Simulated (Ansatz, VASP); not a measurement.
One calculation of MnSi, two programs

```
Mn Si
1.0
     0.00000    2.42250    2.42250
     2.42250    0.00000    2.42250
     2.42250    2.42250    0.00000
Mn Si
1 1
Cartesian
  0.0000 0.0000 0.0000
  2.4225 2.4225 2.4225
```

Alike in both runs: functional PBE; k mesh 15 × 15 × 15; occupations fermi-dirac, width 0.05 eV; collinear spin.

Ansatz relaxed the structure, and its values are those at the end. VASP's run is a single point on that final structure, the one shown.

```csv
,VASP,Ansatz
version,VASP 6.6.1,Ansatz 0.2.0
potentials or method,"VASP PAW PBE potentials, release 64 (Mn_pv, Si)","PAW with Ansatz's default frozen-core files, scalar-relativistic"
plane-wave cutoff (eV),520,420
valence electrons in the cell,17,19
```

|  | VASP | Ansatz | Ansatz less VASP |
| --- | --- | --- | --- |
| pressure (GPa) | 0.0 | 0.0 | +0.04 |
| net moment per atom (μB) | 1.24 | 1.24 | +0.002 |
| size of the moment on the site where the two differ most (μB) | 2.57 | 2.48 | -0.092 |

Site moments also hang on the region over which each program counts them. With one functional, cell and mesh, what is left measures potentials, basis and numerics. VASP's potentials hold 17 valence electrons a cell and Ansatz's 19, so a difference there can come from the potentials and not from the codes.
